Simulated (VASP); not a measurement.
# Cs (Pmmm) in VASP: single point with LDA

Aim: the single point of Cs with LDA.

Everything below comes from runs of VASP 6.6.1. Logs are shortened: lines on timing, memory, paths and dates and some standing lists are left out, and cuts for length are marked.

### Step 1. The cell of the first run

It takes space group Pmmm (No. 47, orthorhombic). The conventional cell has a = 10.000 Å, b = 10.500 Å, c = 11.000 Å, α = 90.00°, β = 90.00°, γ = 90.00°.

### Step 2. Single point, LDA, collinear spin, ferromagnetic start

Contents of INCAR:

```
ALGO = Normal
EDIFF = 1E-6
ENCUT = 520
GGA = CA
ISIF = 2
ISMEAR = -1
ISPIN = 2
LASPH = T
LCHARG = F
LORBIT = 11
LREAL = F
LWAVE = F
MAGMOM = 1
NBANDS = 14
NELM = 150
PREC = Accurate
SIGMA = 0.01
```

Contents of KPOINTS:

```
k-points
0
Gamma
  1 1 1
```

Contents of POSCAR:

```
Cs
1.0
   10.0000000000      0.0000000000      0.0000000000
    0.0000000000     10.5000000000      0.0000000000
    0.0000000000      0.0000000000     11.0000000000
Cs
1
Direct
    0.5000000000      0.5000000000      0.5000000000
```

Potentials or basis: VASP PAW LDA potentials, release 64 (Cs_sv).

Launch:

```console
$ cat potpaw_LDA.64/Cs_sv/POTCAR > POTCAR
$ mpirun -np 1 vasp_gam > vasp.out
```

OUTCAR:

```text
EDIFF = 1E-6
   ENCUT = 520
   GGA = CA
   ISIF = 2
   ISMEAR = -1
   ISPIN = 2
   LASPH = T
   LORBIT = 11
   LREAL = F
   NELM = 150
   PREC = Accurate

 ion  position               nearest neighbor table
   1  0.500  0.500  0.500-

  LATTYP: Found a simple orthorhombic cell.
 ALAT       =    10.0000000000
 B/A-ratio  =     1.0500000000
 C/A-ratio  =     1.1000000000

  Lattice vectors:

 A1 = (  10.0000000000,   0.0000000000,   0.0000000000)
 A2 = (   0.0000000000,  10.5000000000,   0.0000000000)
 A3 = (   0.0000000000,   0.0000000000,  11.0000000000)

Analysis of symmetry for initial positions (statically):
=====================================================================
 Subroutine PRICEL returns:
 Original cell was already a primitive cell.

 Routine SETGRP: Setting up the symmetry group for a
 simple orthorhombic supercell.

 Subroutine GETGRP returns: Found  8 space group operations
 (whereof  8 operations were pure point group operations)
 out of a pool of  8 trial point group operations.

The static configuration has the point symmetry D_2h.

Analysis of symmetry for dynamics (positions and initial velocities):
=====================================================================
 Subroutine PRICEL returns:
 Original cell was already a primitive cell.

 Routine SETGRP: Setting up the symmetry group for a
 simple orthorhombic supercell.

 Subroutine GETGRP returns: Found  8 space group operations
 (whereof  8 operations were pure point group operations)
 out of a pool of  8 trial point group operations.

The dynamic configuration has the point symmetry D_2h.

Analysis of structural, dynamic, and magnetic symmetry:
=====================================================================
 Subroutine PRICEL returns:
 Original cell was already a primitive cell.

 Routine SETGRP: Setting up the symmetry group for a
 simple orthorhombic supercell.

 Subroutine GETGRP returns: Found  8 space group operations
 (whereof  8 operations were pure point group operations)
 out of a pool of  8 trial point group operations.

The overall configuration has the point symmetry D_2h.

 Subroutine INISYM returns: Found  8 space group operations
 (whereof  8 operations are pure point group operations),
 and found     1 'primitive' translations

----------------------------------------------------------------------------------------

                                     Primitive cell

  volume of cell :    1155.0000

  direct lattice vectors                    reciprocal lattice vectors
    10.000000000  0.000000000  0.000000000     0.100000000  0.000000000  0.000000000
     0.000000000 10.500000000  0.000000000     0.000000000  0.095238095  0.000000000
     0.000000000  0.000000000 11.000000000     0.000000000  0.000000000  0.090909091

  length of vectors
    10.000000000 10.500000000 11.000000000     0.100000000  0.095238095  0.090909091

  position of ions in fractional coordinates (direct lattice)
     0.500000000  0.500000000  0.500000000

  ion indices of the primitive-cell ions
   primitive index   ion index
                 1           1

----------------------------------------------------------------------------------------

 KPOINTS: k-points

Automatic generation of k-mesh.
 Grid dimensions read from file:
 generate k-points for:    1    1    1

 Generating k-lattice:

  Cartesian coordinates                     Fractional coordinates (reciprocal lattice)
     0.100000000  0.000000000  0.000000000     1.000000000  0.000000000  0.000000000
     0.000000000  0.095238095  0.000000000     0.000000000  1.000000000  0.000000000
     0.000000000  0.000000000  0.090909091     0.000000000  0.000000000  1.000000000

  Length of vectors
     0.100000000  0.095238095  0.090909091

  Shift w.r.t. Gamma in fractional coordinates (k-lattice)
     0.000000000  0.000000000  0.000000000

 Subroutine IBZKPT returns following result:
 ===========================================

 Found      1 irreducible k-points:

 Following reciprocal coordinates:
            Coordinates               Weight
  0.000000  0.000000  0.000000      1.000000
   k-points           NKPTS =      1   k-points in BZ     NKDIM =      1   number of bands    NBANDS=     14
   number of dos      NEDOS =    301   number of ions     NIONS =      1
   total plane-waves  NPLWV = 537600
   dimension x,y,z NGX =    80 NGY =   80 NGZ =   84
   dimension x,y,z NGXF=   160 NGYF=  160 NGZF=  168
   ions per type =               1
   NGX,Y,Z   is equivalent  to a cutoff of  13.30, 12.67, 12.70 a.u.
   NGXF,Y,Z  is equivalent  to a cutoff of  26.60, 25.33, 25.39 a.u.
 SYSTEM =  unknown system
   PREC   = accura    normal or accurate (medium, high low for compatibility)
   ISTART =      0    job   : 0-new  1-cont  2-samecut
   ICHARG =      2    charge: 1-file 2-atom 10-const
   ISPIN  =      2    spin polarized calculation?
   LNONCOLLINEAR =      F non collinear calculations
   LSORBIT =      F    spin-orbit coupling
   LASPH  =      T    aspherical Exc in radial PAW
   ENCUT  =  520.0 eV  38.22 Ry    6.18 a.u.  18.59 19.52 20.45*2*pi/ulx,y,z
   NELM   =    150;   NELMIN=  2; NELMDL= -5     # of ELM steps
   EDIFF  = 0.1E-05   stopping-criterion for ELM
   LREAL  =      F    real-space projection
   EDIFFG = 0.1E-04   stopping-criterion for IOM
   NSW    =      0    number of steps for IOM
   IBRION =     -1    ionic relax: 0-MD 1-quasi-New 2-CG
   NFREE  =      0    steps in history (QN), initial steepest desc. (CG)
   ISIF   =      2    stress and relaxation
   ISYM   =      2    0-nonsym 1-usesym 2-fastsym
   POTIM  = 0.5000    time-step for ionic-motion
   TEBEG  =    0.0;   TEEND  =   0.0 temperature during run
   PSTRESS=    0.0 pullay stress
   NELECT =       9.0000    total number of electrons
   NUPDOWN=      -1.0000    fix difference up-down
   EMIN   =  10.00;   EMAX   =-10.00  energy-range for DOS
   EFERMI =   0.00;   METHOD = LEGACY
   ISMEAR =    -1;   SIGMA  =   0.01  broadening in eV -4-tet -1-fermi 0-gaus
   EFERMI_NEDOS =   21; number of points for ismear=-14 and -15
   IALGO  =     38    algorithm
   IMIX   =      4    mixing-type and parameters
     AMIX     =   0.40;   BMIX     =  1.00
     AMIX_MAG =   1.60;   BMIX_MAG =  1.00
  volume/ion in A,a.u.               =    1155.00      7794.32
  Fermi-wavevector in a.u.,A,eV,Ry     =   0.324560  0.613329  1.433227  0.105339
  Thomas-Fermi vector in A             =   1.214791
   LORBIT       =     11    0 simple, 1 ext, 2 COOP (PROOUT), +10 PAW based schemes
   GGA     = CA    functional components
   LHFCALC =     F    Hartree Fock is set to
   AEXX    =    0.0000 exact exchange contribution
   IVDW    =     0    specifies the selected vdW correction
   LEPSILON=     F    determine dielectric tensor
   LRPA    =     F    only Hartree local field effects (RPA)
 spin polarized calculation
  energy-cutoff  :      520.00
  volume of cell :     1155.00
 maximum number of plane-waves:     15548
 NGX is ok and might be reduce to    80
   NGX = 37   NGY = 39   NGZ = 41

 number of electron       8.9999997 magnetization       0.9999989

 Free energy of the ion-electron system (eV)
  ---------------------------------------------------
  ext. energy  EPLUGINS =         0.00000000
  ---------------------------------------------------
  free energy    TOTEN  =        -0.20979706 eV

  energy without entropy =       -0.20979706  energy(sigma->0) =       -0.20979706

 E-fermi :  -1.9796     XC(G=0):  -1.6340

 val. band max:       -2.2161691415   @ k =   0.0000   0.0000   0.0000
 cond. band min:      -1.7447909721   @ k =   0.0000   0.0000   0.0000
 fundamental gap:      0.4713781694
 Fermi energy:        -1.9796024695

 spin component 1

 k-point     1 :       0.0000    0.0000    0.0000
  band No.  band energies     occupation
      1     -26.6474      1.00000
      2     -13.4386      1.00000
      3     -13.4360      1.00000
      4     -13.4322      1.00000
      5      -2.2162      1.00000
      6      -0.5594      0.00000
      7      -0.5263      0.00000
      8      -0.4952      0.00000
      9      -0.4238      0.00000
     10      -0.3309      0.00000
     11      -0.2666      0.00000
     12      -0.2502      0.00000
     13      -0.2400      0.00000
     14      -0.1090      0.00000
 Fermi energy:        -1.9796024695

 spin component 2

 k-point     1 :       0.0000    0.0000    0.0000
  band No.  band energies     occupation
      1     -26.6196      1.00000
      2     -13.3820      1.00000
      3     -13.3787      1.00000
      4     -13.3741      1.00000
      5      -1.7448      0.00000
      6      -0.1577      0.00000
      7      -0.1570      0.00000
      8      -0.0643      0.00000
      9       0.0242      0.00000
     10       0.1039      0.00000
     11       0.1110      0.00000
     12       0.1330      0.00000
     13       0.1342      0.00000
     14       0.1477      0.00000

------------------------ aborting loop because EDIFF is reached ----------------------------------------

  FORCE on cell =-STRESS in cart. coord.  units (eV):
  Direction    XX          YY          ZZ          XY          YZ          ZX
  --------------------------------------------------------------------------------------
  -------------------------------------------------------------------------------------
  Total       -0.3516773     -0.2596258     -0.1896489      0.0000000      0.0000000      0.0000000
  in kB       -0.4878349     -0.3601443     -0.2630746      0.0000000      0.0000000      0.0000000
  external PRESSURE =      -0.3703513 kB  Pullay stress =       0.0000000 kB

 VOLUME and BASIS-vectors are now :
 -----------------------------------------------------------------------------
  energy-cutoff  :      520.00
  volume of cell :     1155.00
      direct lattice vectors                 reciprocal lattice vectors
    10.000000000  0.000000000  0.000000000     0.100000000  0.000000000  0.000000000
     0.000000000 10.500000000  0.000000000     0.000000000  0.095238095  0.000000000
     0.000000000  0.000000000 11.000000000     0.000000000  0.000000000  0.090909091

 POSITION                                       TOTAL-FORCE (eV/Angst)
 -----------------------------------------------------------------------------------
      5.00000      5.25000      5.50000         0.000000      0.000000      0.000000
 -----------------------------------------------------------------------------------
    total drift:                                0.000000     -0.000000     -0.000000

  FREE ENERGIE OF THE ION-ELECTRON SYSTEM (eV)
  ---------------------------------------------------
  free  energy   TOTEN  =        -0.2097970604 eV

  energy  without entropy=       -0.2097970603  energy(sigma->0) =       -0.20979706

 total charge

# of ion       s       p       d       tot
------------------------------------------
    1        1.855   4.665   0.000   6.520

 magnetization (x)

# of ion       s       p       d       tot
------------------------------------------
    1        0.037  -0.012   0.000   0.024
```

It took 84 s on 1 thread of AMD EPYC 7R43 (Zen 3), shared host; peak memory 0.66 GiB.

Results:

| Property | Result |
| --- | --- |
| Free energy | -0.2098 eV |
| Pressure | 0.0 GPa |
| Band gap on the k mesh | 0.47 eV |
| Net moment | 1.00 μB per cell |
| Site moments | Cs +0.02 μB |
| Valence electrons inside the program's atomic spheres | Cs 6.52 |

Levels at points of the mesh, in eV from the valence-band top:
Spin up:
```tsv
k point	band 2	band 3	band 4	band 5	band 6	band 7	band 8	band 9
(0.00, 0.00, 0.00)	-11.22	-11.22	-11.22	0.00	1.66	1.69	1.72	1.79
```
Spin down:
```csv
k point,band 1,band 2,band 3,band 4,band 5,band 6,band 7,band 8
"(0.00, 0.00, 0.00)",-24.40,-11.17,-11.16,-11.16,0.47,2.06,2.06,2.15
```

Caveat: the k points lie up to 0.63 Å⁻¹ apart; spin-orbit coupling is left out, which moves the levels of the heavy elements. A k mesh can miss the band edges.
